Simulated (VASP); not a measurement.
# Cr (Pm-3m) in VASP: further runs

The runs below take Cr through relaxation of cell and atoms, single point, with revPBE.

All numbers are computed with VASP 6.6.1; they aren't measurements. Logs are shortened: lines on timing, memory, paths and dates and some standing lists are left out, and cuts for length are marked.

## 1. The cell of the first run

The structure is cubic, space group Pm-3m (No. 221). Conventional cell: a = 2.348 Å, b = 2.348 Å, c = 2.348 Å, α = 90.00°, β = 90.00°, γ = 90.00°. Cr (site symmetry m-3m) has 6 Cr at 2.35 Å within 3.1 Å.

## 2. Relaxation of cell and atoms, revPBE

INCAR reads:

```
SYSTEM = Cr
ALGO = Normal
EDIFF = 1E-6
EDIFFG = -0.01
ENCUT = 600
GGA = RE
IBRION = 2
ISIF = 3
ISMEAR = -1
LASPH = .True.
LCHARG = .False.
LREAL = .False.
LWAVE = .False.
NELM = 60
NSW = 80
PREC = Accurate
SIGMA = 0.1
```

KPOINTS reads:

```
k-points
0
Gamma
  13 13 13
  0 0 0
```

POSCAR reads:

```
Cr
1.0
    2.3484326893      0.0000000000      0.0000000000
    0.0000000000      2.3484326893      0.0000000000
    0.0000000000      0.0000000000      2.3484326893
Cr
1
Direct
    0.0000000000      0.0000000000      0.0000000000
```

Potentials or basis: VASP PAW PBE potentials, release 64 (Cr_pv).

The run is started by

```console
$ cat potpaw_PBE.64/Cr_pv/POTCAR > POTCAR
$ mpirun -np 1 vasp_std > vasp.out
```

OUTCAR:

```text
SYSTEM = Cr
   EDIFF = 1E-6
   EDIFFG = -0.01
   ENCUT = 600
   GGA = RE
   IBRION = 2
   ISIF = 3
   ISMEAR = -1
   LASPH = .True.
   LREAL = .False.
   NELM = 60
   NSW = 80
   PREC = Accurate

 ion  position               nearest neighbor table
   1  0.000  0.000  0.000-

  LATTYP: Found a simple cubic cell.
 ALAT       =     2.3484326893

  Lattice vectors:

 A1 = (   2.3484326893,   0.0000000000,   0.0000000000)
 A2 = (   0.0000000000,   2.3484326893,   0.0000000000)
 A3 = (   0.0000000000,   0.0000000000,   2.3484326893)

Analysis of symmetry for initial positions (statically):
=====================================================================
 Subroutine PRICEL returns:
 Original cell was already a primitive cell.

 Routine SETGRP: Setting up the symmetry group for a
 simple cubic supercell.

 Subroutine GETGRP returns: Found 48 space group operations
 (whereof 48 operations were pure point group operations)
 out of a pool of 48 trial point group operations.

The static configuration has the point symmetry O_h .

Analysis of symmetry for dynamics (positions and initial velocities):
=====================================================================
 Subroutine PRICEL returns:
 Original cell was already a primitive cell.

 Routine SETGRP: Setting up the symmetry group for a
 simple cubic supercell.

 Subroutine GETGRP returns: Found 48 space group operations
 (whereof 48 operations were pure point group operations)
 out of a pool of 48 trial point group operations.

The dynamic configuration has the point symmetry O_h .

 Subroutine INISYM returns: Found 48 space group operations
 (whereof 48 operations are pure point group operations),
 and found     1 'primitive' translations

----------------------------------------------------------------------------------------

                                     Primitive cell

  volume of cell :      12.9519

  direct lattice vectors                    reciprocal lattice vectors
     2.348432689  0.000000000  0.000000000     0.425815909  0.000000000  0.000000000
     0.000000000  2.348432689  0.000000000     0.000000000  0.425815909  0.000000000
     0.000000000  0.000000000  2.348432689     0.000000000  0.000000000  0.425815909

  length of vectors
     2.348432689  2.348432689  2.348432689     0.425815909  0.425815909  0.425815909
[... 89 lines left out ...]
   PSTRESS=    0.0 pullay stress
   NELECT =      12.0000    total number of electrons
   NUPDOWN=      -1.0000    fix difference up-down
   EMIN   =  10.00;   EMAX   =-10.00  energy-range for DOS
   EFERMI =   0.00;   METHOD = LEGACY
   ISMEAR =    -1;   SIGMA  =   0.10  broadening in eV -4-tet -1-fermi 0-gaus
   EFERMI_NEDOS =   21; number of points for ismear=-14 and -15
   IALGO  =     38    algorithm
   IMIX   =      4    mixing-type and parameters
     AMIX     =   0.40;   BMIX     =  1.00
     AMIX_MAG =   1.60;   BMIX_MAG =  1.00
  volume/ion in A,a.u.               =      12.95        87.40
  Fermi-wavevector in a.u.,A,eV,Ry     =   1.595967  3.015940 34.655527  2.547109
  Thomas-Fermi vector in A             =   2.693803
   LORBIT       =      0    0 simple, 1 ext, 2 COOP (PROOUT), +10 PAW based schemes
   GGA     = RE    functional components
   LHFCALC =     F    Hartree Fock is set to
   AEXX    =    0.0000 exact exchange contribution
   IVDW    =     0    specifies the selected vdW correction
   LEPSILON=     F    determine dielectric tensor
   LRPA    =     F    only Hartree local field effects (RPA)
 conjugate gradient relaxation of ions
 non-spin polarized calculation
  energy-cutoff  :      600.00
  volume of cell :       12.95
 maximum number of plane-waves:       449
 NGX is ok and might be reduce to    20
   NGX =  9   NGY =  9   NGZ =  9

--------------------------------------- Ionic step        1  -------------------------------------------

 number of electron      12.0000009 magnetization

 Free energy of the ion-electron system (eV)
  ---------------------------------------------------
  ext. energy  EPLUGINS =         0.00000000
  ---------------------------------------------------
  free energy    TOTEN  =        -8.12046610 eV

  energy without entropy =       -8.08176359  energy(sigma->0) =       -8.10111485

------------------------ aborting loop because EDIFF is reached ----------------------------------------

  FORCE on cell =-STRESS in cart. coord.  units (eV):
  Direction    XX          YY          ZZ          XY          YZ          ZX
  --------------------------------------------------------------------------------------
  -------------------------------------------------------------------------------------
  Total        0.0555112      0.0555112      0.0555112      0.0000000      0.0000000     -0.0000000
  in kB        6.8668357      6.8668357      6.8668357      0.0000000      0.0000000     -0.0000000
  external PRESSURE =       6.8668357 kB  Pullay stress =       0.0000000 kB
[... 57 lines left out ...]
--------------------------------------- Ionic step        3  -------------------------------------------

 number of electron      12.0000008 magnetization

 Free energy of the ion-electron system (eV)
  ---------------------------------------------------
  ext. energy  EPLUGINS =         0.00000000
  ---------------------------------------------------
  free energy    TOTEN  =        -8.12057037 eV

  energy without entropy =       -8.08162943  energy(sigma->0) =       -8.10109990

 E-fermi :   9.5616     XC(G=0): -12.7896

 val. band max:        9.5365873845   @ k =   0.3846   0.1538   0.1538
 cond. band min:       9.6060851986   @ k =   0.3846   0.3077   0.1538
 fundamental gap:      0.0694978141
 Fermi energy:         9.5615818367

 k-point     1 :       0.0000    0.0000    0.0000
  band No.  band energies     occupation
      1     -33.0500      2.00000
      2     -33.0500      2.00000
      3     -33.0500      2.00000
      4       2.2476      2.00000
      5       6.4314      2.00000
      6       6.4314      2.00000
      7      11.9659      0.00000
      8      11.9659      0.00000
      9      11.9659      0.00000
     10      17.1044      0.00000
[... 287 lines left out ...]
 k-point    24 :       0.3846    0.3077    0.0000
  band No.  band energies     occupation
      1     -33.8191      2.00000
      2     -33.6116      2.00000
      3     -32.9180      2.00000
      4       5.9377      2.00000
      5       7.4372      2.00000
      6      10.1698      0.00456
      7      10.5264      0.00013
      8      10.9325      0.00000
      9      12.1128      0.00000
     10      17.1011      0.00000

 [... further k-points ...]
[... 5 lines left out ...]
  --------------------------------------------------------------------------------------
  -------------------------------------------------------------------------------------
  Total        0.0064006      0.0064006      0.0064006     -0.0000000     -0.0000000      0.0000000
  in kB        0.7890967      0.7890967      0.7890967     -0.0000000     -0.0000000      0.0000000
  external PRESSURE =       0.7890967 kB  Pullay stress =       0.0000000 kB
[... 16 lines left out ...]
  FREE ENERGIE OF THE ION-ELECTRON SYSTEM (eV)
  ---------------------------------------------------
  free  energy   TOTEN  =        -8.1205703713 eV

  energy  without entropy=       -8.0816294256  energy(sigma->0) =       -8.10109990

 reached required accuracy - stopping structural energy minimisation
```

Wall time 17 s (1 thread of Intel Xeon Platinum 8259CL at 2.50GHz (Skylake/Cascade Lake), shared host); peak memory 0.13 GiB.

What came out:

```yaml
Free_energy: -8.1206 eV
Relaxed_volume: 13.00 Å³/atom
Relaxed_cell: a = 2.351 Å, b = 2.351 Å, c = 2.351 Å, α = 90.00°, β = 90.00°, γ = 90.00°
Space_group_after_relaxing_to_0.05_Å: Pm-3m (No. 221)
Energy_gained_by_relaxing: 0.1 meV/atom
Ionic_steps: 3
Pressure_after_relaxing: 0.1 GPa
Band_gap_on_the_k_mesh: zero (band 6 reaches 10.57 eV, above the bottom of band 7 at 9.09 eV)
```

Step by step:
```csv
step,energy change (eV),largest force (eV/Å),pressure (GPa),volume (Å³)
1,0.0000,0.0000,0.69,12.95
2,0.0000,0.0000,-0.53,13.06
3,-0.0001,0.0000,0.08,13.00
```

Final structure:
```
CELL_PARAMETERS angstrom
2.35108 0.00000 0.00000
0.00000 2.35108 0.00000
0.00000 0.00000 2.35108
ATOMIC_POSITIONS crystal
Cr 0.00000 0.00000 0.00000
```

Caveat: the PAW data sets were made with another functional, which shifts forces and pressure a little; the run has no spin polarisation, though such a crystal can be magnetic.

## 3. Single point, revPBE

This run uses another cell than the first one, of 13.02 Å³/atom, 1.005 times its volume.

INCAR reads:

```
PREC = Accurate
ENCUT = 520
EDIFF = 1E-7
ISMEAR = -1
SIGMA = 0.1
LREAL = False
LASPH = True
NELM = 60
ALGO = Normal
ISIF = 2
LWAVE = False
LCHARG = False
GGA = RE
NBANDS = 12
```

KPOINTS reads:

```
Automatic mesh
0
Gamma
  22 22 22
```

POSCAR reads:

```
Cr
1.0
    2.3522879563      0.0000000000      0.0000000000
    0.0000000000      2.3522879563      0.0000000000
    0.0000000000      0.0000000000      2.3522879563
Cr
1
Direct
    0.0000000000      0.0000000000      0.0000000000
```

Potentials or basis: VASP PAW PBE potentials, release 64 (Cr_pv).

The run is started by

```console
$ cat potpaw_PBE.64/Cr_pv/POTCAR > POTCAR
$ mpirun -np 1 vasp_std > vasp.out
```

OUTCAR:

```text
PREC = Accurate
   ENCUT = 520
   EDIFF = 1E-7
   ISMEAR = -1
   LREAL = False
   LASPH = True
   NELM = 60
   ISIF = 2
   GGA = RE

 ion  position               nearest neighbor table
   1  0.000  0.000  0.000-

  LATTYP: Found a simple cubic cell.
 ALAT       =     2.3522879563

  Lattice vectors:

 A1 = (   2.3522879563,   0.0000000000,   0.0000000000)
 A2 = (   0.0000000000,   2.3522879563,   0.0000000000)
 A3 = (   0.0000000000,   0.0000000000,   2.3522879563)

Analysis of symmetry for initial positions (statically):
=====================================================================
 Subroutine PRICEL returns:
 Original cell was already a primitive cell.

 Routine SETGRP: Setting up the symmetry group for a
 simple cubic supercell.

 Subroutine GETGRP returns: Found 48 space group operations
 (whereof 48 operations were pure point group operations)
 out of a pool of 48 trial point group operations.

The static configuration has the point symmetry O_h .

Analysis of symmetry for dynamics (positions and initial velocities):
[... 158 lines left out ...]

 val. band max:        9.5261935098   @ k =   0.3636   0.2727   0.0000
 cond. band min:       9.5418757884   @ k =   0.4091   0.2727   0.0909
 fundamental gap:      0.0156822786
 Fermi energy:         9.5381377103

 k-point     1 :       0.0000    0.0000    0.0000
  band No.  band energies     occupation
      1     -33.0665      2.00000
      2     -33.0665      2.00000
      3     -33.0665      2.00000
      4       2.2337      2.00000
      5       6.4216      2.00000
      6       6.4216      2.00000
      7      11.9461      0.00000
      8      11.9461      0.00000
      9      11.9461      0.00000
     10      17.0881      0.00000
     11      28.9336      0.00000
     12      28.9336      0.00000
[... 331 lines left out ...]
 k-point    24 :       0.0909    0.0909    0.0000
  band No.  band energies     occupation
      1     -33.1447      2.00000
      2     -33.1349      2.00000
      3     -33.0528      2.00000
      4       2.7468      2.00000
      5       6.5950      2.00000
      6       6.7280      2.00000
      7      11.5923      0.00000
      8      11.7553      0.00000
      9      11.8205      0.00000
     10      17.0878      0.00000
     11      26.9627      0.00000
     12      27.2764      0.00000

 [... further k-points ...]
[... 5 lines left out ...]
  --------------------------------------------------------------------------------------
  -------------------------------------------------------------------------------------
  Total        0.0166461      0.0166461      0.0166461      0.0000000     -0.0000000     -0.0000000
  in kB        2.0490436      2.0490436      2.0490436      0.0000000     -0.0000000     -0.0000000
  external PRESSURE =       2.0490436 kB  Pullay stress =       0.0000000 kB

 VOLUME and BASIS-vectors are now :
 -----------------------------------------------------------------------------
  energy-cutoff  :      520.00
  volume of cell :       13.02
      direct lattice vectors                 reciprocal lattice vectors
     2.352287956  0.000000000  0.000000000     0.425118021  0.000000000  0.000000000
     0.000000000  2.352287956  0.000000000     0.000000000  0.425118021  0.000000000
     0.000000000  0.000000000  2.352287956     0.000000000  0.000000000  0.425118021

 POSITION                                       TOTAL-FORCE (eV/Angst)
 -----------------------------------------------------------------------------------
      0.00000      0.00000      0.00000         0.000000      0.000000      0.000000
 -----------------------------------------------------------------------------------
    total drift:                                0.000000      0.000000      0.000000

  FREE ENERGIE OF THE ION-ELECTRON SYSTEM (eV)
  ---------------------------------------------------
  free  energy   TOTEN  =        -8.1134574654 eV

  energy  without entropy=       -8.0674729457  energy(sigma->0) =       -8.09046521
```

OSZICAR:

```text
N       E                     dE             d eps       ncg     rms          rms(c)
DAV:   1     0.838168613143E+02    0.83817E+02   -0.71381E+03  8772   0.117E+03
DAV:   2    -0.780072466005E+01   -0.91618E+02   -0.87879E+02  8848   0.295E+02
DAV:   3    -0.915328063191E+01   -0.13526E+01   -0.13428E+01  9708   0.434E+01
DAV:   4    -0.916119514975E+01   -0.79145E-02   -0.79142E-02  9436   0.333E+00
DAV:   5    -0.916130177624E+01   -0.10663E-03   -0.10663E-03  9684   0.357E-01    0.101E+01
DAV:   6    -0.812493166221E+01    0.10364E+01   -0.36264E+00  9188   0.285E+01    0.168E+00
DAV:   7    -0.811592123484E+01    0.90104E-02   -0.55212E-02  8964   0.343E+00    0.992E-01
DAV:   8    -0.811354417414E+01    0.23771E-02   -0.43369E-03  9716   0.754E-01    0.112E-01
DAV:   9    -0.811347878346E+01    0.65391E-04   -0.43545E-04  9064   0.290E-01    0.371E-02
DAV:  10    -0.811345830457E+01    0.20479E-04   -0.18068E-05  9580   0.647E-02    0.288E-03
DAV:  11    -0.811345727869E+01    0.10259E-05   -0.20167E-07  8388   0.594E-03    0.106E-03
DAV:  12    -0.811345744691E+01   -0.16822E-06   -0.25338E-08  4848   0.203E-03    0.110E-04
DAV:  13    -0.811345746535E+01   -0.18447E-07   -0.13974E-09  4612   0.501E-04
   1 F= -.81134575E+01 E0= -.80904652E+01  d E =-.459845E-01
```

stdout:

```text
POSCAR found type information on POSCAR Cr
 POSCAR found :  1 types and       1 ions
 scaLAPACK will be used
 -----------------------------------------------------------------------------
|                                                                             |
|                                                                             |
|     You enforced a specific xc type in the INCAR file but a different       |
|     I HOPE YOU KNOW WHAT YOU ARE DOING!                                     |
|                                                                             |
 -----------------------------------------------------------------------------

 LDA part: xc-table for (Slater+PW92), standard interpolation
 POSCAR, INCAR and KPOINTS ok, starting setup
 FFT: planning ... GRIDC
 FFT: planning ... GRID_SOFT
 FFT: planning ... GRID
 WAVECAR not read
 entering main loop
```

Run time: 32 s. Hardware: 1 thread of Intel Xeon Platinum 8259CL at 2.50GHz (Skylake/Cascade Lake), shared host; peak memory 0.16 GiB.

What came out:

| Item | Value |
| --- | --- |
| Free energy | -8.1135 eV |
| Pressure | 0.2 GPa |
| Band gap on the k mesh | zero (band 6 reaches 10.60 eV, above the bottom of band 7 at 8.94 eV) |

Caveat: the PAW data sets were made with another functional, which shifts forces and pressure a little; the run has no spin polarisation, though such a crystal can be magnetic. Spin polarisation is off, so any magnetic state and its effect on volume and gap are missing.
